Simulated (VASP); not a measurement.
A run of VASP 6.6.1 is set up as follows.

File INCAR:

```
PREC     = Accurate       # precision mode
ENCUT    = 520            # plane-wave cutoff, eV
EDIFF    = 1E-6           # SCF threshold, eV
ISMEAR   = 1              # smearing method
SIGMA    = 0.1            # smearing width, eV
LREAL    = False          # projectors in reciprocal space
LASPH    = True           # aspherical terms in the spheres
NELM     = 80             # most SCF steps
ALGO     = Normal         # electronic algorithm
ISIF     = 2              # what is computed and relaxed
LWAVE    = False          # write WAVECAR
LCHARG   = False          # write CHGCAR
NBANDS   = 11             # bands
```

KPOINTS

```
Automatic mesh
0
Gamma
  10 10 10
```

Contents of POSCAR:

```
Ca
1.0
    0.0000000000      2.6714532750      2.6714532750
    2.6714532750      0.0000000000      2.6714532750
    2.6714532750      2.6714532750      0.0000000000
Ca
1
Direct
    0.0000000000      0.0000000000      0.0000000000
```

Potentials or basis: VASP PAW LDA potentials, release 64 (Ca_sv).

Run with:

```console
$ cat potpaw_LDA.64/Ca_sv/POTCAR > POTCAR
$ mpirun -np 1 vasp_std > vasp.out
```

(1) What does it give for the band gap on the k mesh?

(2) What does it give for the pressure?

## Answers

(1) zero (band 5 reaches 2.26 eV, above the bottom of band 6 at 2.17 eV).

(2) -0.1 GPa.
